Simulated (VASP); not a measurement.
Wanted: the native input for a VASP 6.6.1 run.

```
Task                   : single point
Functional             : r2SCAN
Potentials or basis    : VASP PAW PBE potentials, release 64 (Ti_sv)
Cutoff                 : 520 eV
k mesh                 : 18 × 18 × 12
Occupations            : gaussian, width 0.1 eV
Spin                   : no spin polarisation
Dipole correction      : no
Further INCAR settings : ALGO = Normal; EDIFF = 1e-06; NBANDS = 19
```

The system is Ti.

```
Ti
1.0
     1.93184    1.93184    0.00000
    -1.93184    1.93184    0.00000
     0.00000    0.00000    4.49755
Ti
2
Direct
  0.00000 0.00000 0.00000
  0.50000 0.50000 0.50000
```

This cell differs from its parent crystal: biaxial strain in the a-b plane: -6.0 %, then relaxed in part.

These files were run (other wordings do the same):

POSCAR

```
Ti
1.0
    1.9318425185      1.9318425185      0.0000000000
   -1.9318425185      1.9318425185      0.0000000000
    0.0000000000      0.0000000000      4.4975525871
Ti
2
Direct
    0.0000000000      0.0000000000      0.0000000000
    0.5000000000      0.5000000000      0.5000000000
```

INCAR.step1

```
SYSTEM = Ti
PREC = Accurate
ENCUT = 520
ISMEAR = 0
SIGMA = 0.1
LREAL = .FALSE.
LASPH = .TRUE.
NELM = 100
NBANDS = 19
GGA = PE
ALGO = Normal
EDIFF = 1E-4
LWAVE = .TRUE.
LCHARG = .FALSE.
```

INCAR.step2

```
SYSTEM = Ti
PREC = Accurate
ENCUT = 520
EDIFF = 1E-6
ISMEAR = 0
SIGMA = 0.1
LREAL = .FALSE.
LASPH = .TRUE.
NELM = 100
ALGO = Normal
ISIF = 2
LWAVE = .FALSE.
LCHARG = .FALSE.
METAGGA = R2SCAN
LMIXTAU = .TRUE.
NBANDS = 19
ISTART = 1
```

KPOINTS

```
Automatic mesh
0
G
  18 18 12
  0 0 0
```

Potentials or basis: VASP PAW PBE potentials, release 64 (Ti_sv).

Run with:

```sh
$ cat potpaw_PBE.64/Ti_sv/POTCAR > POTCAR
$ cp INCAR.step1 INCAR
$ mpirun -np 1 vasp_std > vasp.out
$ cp INCAR.step2 INCAR
$ mpirun -np 1 vasp_std > vasp.out
```

Results of the run:

```json
{"Pressure": "3.7 GPa", "Band gap on the k mesh": "zero (band 12 reaches 9.02 eV, above the bottom of band 13 at 8.01 eV)"}
```

Caveat: the cell differs from its parent crystal (biaxial strain in the a-b plane: -6.0 %, then relaxed in part); the PAW data sets were made with another functional, which shifts forces and pressure a little.

Wall time 7.9 min on 1 thread of Intel Xeon 6975P-C, on a shared host, peak memory 0.31 GiB.
